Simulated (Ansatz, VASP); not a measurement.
## One calculation of BaTiO3, two programs

```
Ba Ti O
1.0
     2.82737    1.63238    2.31839
    -2.82737    1.63238    2.31839
     0.00000   -3.26476    2.31839
Ba Ti O
1 1 3
Direct
  0.00000 0.00000 0.00000
  0.48450 0.48450 0.48450
  0.50860 0.01750 0.50860
  0.01750 0.50860 0.50860
  0.50860 0.50860 0.01750
```

Alike in both runs: task relaxation of cell and atoms; functional PBE; k mesh 7 × 7 × 7; occupations fermi-dirac, width 0.05 eV; no spin polarisation; Hubbard terms Ti d U = 6.0 eV.

|  | VASP | Ansatz |
| --- | --- | --- |
| version | VASP 6.6.1 | Ansatz 0.2.0 |
| potentials or method | VASP PAW PBE potentials, release 64 (Ba_sv, Ti_sv, O) | Ansatz PAW |
| plane-wave cutoff (eV) | 600 | 420 |
| valence electrons in the cell | 40 | 40 |

VASP gave:

```
gap on the k mesh at the Fermi level, each at its own relaxed structure (eV) : 2.42
relaxed volume (Å³/atom)                                                     : 13.46
relaxed length of the cell vector where the two differ most in proportion (Å)              : 4.068
```

Task: What did Ansatz give for the same quantities?

Result: gap on the k mesh at the Fermi level, each at its own relaxed structure (eV): 2.72; relaxed volume (Å³/atom): 13.23; relaxed length of the cell vector where the two differ most in proportion (Å): 4.044.

The programs project onto different local orbitals, so the same U acts differently, and such runs can settle in different states.

Neither program's run includes spin-orbit coupling. Noted on Ansatz's run: odd divisions of the mesh miss points on the zone boundary, where band edges often lie, so the gap on the mesh can be too wide; the plane-wave basis is chosen anew once the cell has moved, so the energies of steps on either side of that aren't comparable.
